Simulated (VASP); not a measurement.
TaN: single point with PBE

Crystal: TaN.

```
CELL_PARAMETERS angstrom
5.19600 0.00000 0.00000
-2.59800 4.49987 0.00000
0.00000 0.00000 2.91100
ATOMIC_POSITIONS crystal
Ta 0.00000 0.00000 0.00000
Ta 0.66667 0.33333 0.50000
Ta 0.33333 0.66667 0.50000
N 0.00000 0.39285 0.00000
N 0.60715 0.60715 0.00000
N 0.39285 0.00000 0.00000
```

```
Program                : VASP 6.6.1
Task                   : single point
Functional             : PBE
Potentials or basis    : VASP PAW PBE potentials, release 64 (Ta_pv, N)
Cutoff                 : 520 eV
k mesh                 : 6 × 6 × 9
Occupations            : fermi-dirac, width 0.05 eV
Spin                   : no spin polarisation
Dipole correction      : no
Further INCAR settings : ALGO = Normal; EDIFF = 1e-07; NBANDS = 33
```

* Pressure: 5.7 GPa
* Largest force: 0.048 eV/Å
* Band gap on the k mesh: zero (band 24 reaches 10.07 eV, above the bottom of band 25 at 7.01 eV)

Forces on the atoms (eV/Å):
```
Ta   0.000  0.000  0.000
Ta   0.000  0.000  0.000
Ta   0.000  0.000  0.000
N   -0.024  0.042  0.000
N   -0.024 -0.042  0.000
N    0.048  0.000  0.000
```

Stress tensor (GPa, compression positive):
```
5.99 0.00 0.00
0.00 5.99 0.00
0.00 0.00 5.06
```

Levels at points of the mesh, in eV from the Fermi level:
| k point | band 21 | band 22 | band 23 | band 24 | band 25 | band 26 | band 27 | band 28 |
| --- | --- | --- | --- | --- | --- | --- | --- | --- |
| (0.00, 0.00, 0.00) | -4.24 | -3.31 | -1.88 | -0.89 | -0.89 | 0.62 | 0.62 | 1.86 |
| (0.50, 0.00, 0.00) | -3.87 | -3.85 | -2.81 | -2.60 | 1.23 | 1.84 | 1.95 | 2.44 |

It took 100 s on 1 thread of Intel(R) Xeon(R) Platinum 8375C CPU @ 2.90GHz (Ice Lake), on a shared host, peak memory 0.22 GiB.

Caveat: spin-orbit coupling is left out, which moves the levels of the heavy elements.
